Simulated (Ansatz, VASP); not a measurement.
**Two plane-wave programs on AgI**

The input INCAR:

```
SYSTEM = AgI
PREC = Accurate
ENCUT = 500
EDIFF = 1E-6
ISMEAR = 0
SIGMA = 0.02
LREAL = .False.
LASPH = .True.
NELM = 120
ALGO = Normal
ISIF = 2
LWAVE = .False.
LCHARG = .False.
GGA = PE
NBANDS = 26
GGA_COMPAT = .False.
```

The input KPOINTS:

```
Automatic mesh
0
Gamma
  9 9 4
  0 0 0
```

POSCAR

```
AgI
1.0
    4.3780235111      0.0000000000      0.0000000000
   -2.1890117555      3.7914795789      0.0000000000
    0.0000000000      0.0000000000      7.6294090000
Ag I
2 2
Direct
    0.3333333333      0.6666666667     -0.0039946738
    0.6666666667      0.3333333333      0.4960053262
    0.3333333333      0.6666666667      0.3789946738
    0.6666666667      0.3333333333      0.8789946738
```

Input for Ansatz:

```yaml
crystal:
  lattice:
    - [4.3780235111, 0.0, 0.0]
    - [-2.1890117555, 3.7914795789, 0.0]
    - [0.0, 0.0, 7.629409]
  atoms:
    - { symbol: Ag, position: [0.3333333333, 0.6666666667, -0.0039946738] }
    - { symbol: Ag, position: [0.6666666667, 0.3333333333, 0.4960053262] }
    - { symbol: I, position: [0.3333333333, 0.6666666667, 0.3789946738] }
    - { symbol: I, position: [0.6666666667, 0.3333333333, 0.8789946738] }
basis:
  ecutwfc: 420
kpoints:
  mp_grid: { grid: [9, 9, 4] }
hamiltonian:
  xc: pbe
scf:
  occupations: { method: gaussian, width: 0.02 }
output:
  forces: true
  stress: true
  eigenvalues: true
```

Alike in both runs: task single point; functional PBE; k mesh 9 × 9 × 4; occupations gaussian, width 0.02 eV; no spin polarisation.

```csv
,VASP,Ansatz
version,VASP 6.6.1,Ansatz 0.2.0
potentials or method,"VASP PAW PBE potentials, release 64 (Ag, I), cutoff 500 eV","scalar-relativistic, plane waves, PAW"
valence electrons in the cell,36,72
```

Ansatz gave:

* gap on the k mesh at the Fermi level (eV): 1.28
* least direct gap on the mesh (eV): 1.28
* pressure (GPa): 6.0
* traceless stress, the component that is largest in VASP (GPa): -3.86
* rms of the force components (eV/Å): 0.329

Task: Estimate VASP's values.

Result: gap on the k mesh at the Fermi level (eV): 1.29; least direct gap on the mesh (eV): 1.29; pressure (GPa): 5.9; traceless stress, the component that is largest in VASP (GPa): -3.84; rms of the force components (eV/Å): 0.325.

Atom by atom the forces differ by 0.003 eV/Å (rms over components). VASP's potentials hold 36 valence electrons a cell and Ansatz's 72, so a difference there can come from the potentials and not from the codes.

Spin-orbit coupling is off throughout.
